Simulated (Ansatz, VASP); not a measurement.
# Two plane-wave programs on GaCo

```
Ga Co
1.0
     2.88310    0.00000    0.00000
     0.00000    2.88310    0.00000
     0.00000    0.00000    2.73895
Ga Co
1 1
Direct
  0.50000 0.50000 0.50000
  0.00000 0.00000 0.00000
```

Alike in both runs: task single point; functional r2SCAN; k mesh 16 × 16 × 16; occupations gaussian, width 0.15 eV; no spin polarisation.

```csv
,VASP,Ansatz
version,VASP 6.6.1,Ansatz 0.2.0
potentials or method,"VASP PAW PBE potentials, release 64 (Ga_d, Co)","scalar-relativistic, plane waves, PAW"
plane-wave cutoff (eV),520,500
valence electrons in the cell,22,30
```

Ansatz gave:

| Quantity | Value |
| --- | --- |
| gap on the k mesh at the Fermi level (eV) | none |
| pressure (GPa) | 2.5 |
| traceless stress, the component that is largest in VASP (GPa) | 4.95 |

Question: Which values does VASP return?

Answer: gap on the k mesh at the Fermi level (eV): none; pressure (GPa): 2.7; traceless stress, the component that is largest in VASP (GPa): 4.99.

VASP's potentials were made for PBE, not for r2SCAN. A gap of «none» marks a metal or a gap that the smearing closes. VASP's potentials hold 22 valence electrons a cell and Ansatz's 30, so a difference there can come from the potentials and not from the codes.
